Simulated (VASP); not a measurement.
A run of VASP 6.6.1 is set up as follows.

Contents of INCAR:

```
PREC = Accurate ; ENCUT = 600
EDIFF = 1E-7 ; ISMEAR = -1
SIGMA = 0.05 ; LREAL = False
LASPH = True ; NELM = 60
ALGO = Fast ; ISIF = 3
LWAVE = False ; LCHARG = False
GGA = PE ; IVDW = 12
IBRION = 2 ; NSW = 60
EDIFFG = -0.01
```

KPOINTS

```
regular mesh
0
Gamma
  8 8 8
```

Contents of POSCAR:

```
WAu
1.0
    0.0000000000      2.7479792600      2.7479792600
    2.7479792600      0.0000000000      2.7479792600
    2.7479792600      2.7479792600      0.0000000000
W Au
1 1
Direct
    0.0000000000      0.0000000000      0.0000000000
    0.7500000000      0.7500000000      0.7500000000
```

Potentials or basis: VASP PAW PBE potentials, release 64 (W_sv, Au).

Launch:

```console
$ cat potpaw_PBE.64/W_sv/POTCAR potpaw_PBE.64/Au/POTCAR > POTCAR
$ mpirun -np 1 vasp_std > vasp.out
```

(1) Predict the dispersion energy per atom.

(2) What does it give for the relaxed volume?

(3) Predict the space group after relaxing (to 0.05 Å).

(4) Estimate the relaxed cell.

Answers

(1) -0.551 eV.

(2) 23.95 Å³/atom.

(3) F-43m (No. 216).

(4) a = 4.077 Å, b = 4.077 Å, c = 4.077 Å, α = 60.00°, β = 60.00°, γ = 60.00°.

Caveat: the volume moved by over 15 % at a fixed basis, so the end points are rough; pairwise dispersion overbinds metals, which lowers pressure and volume.
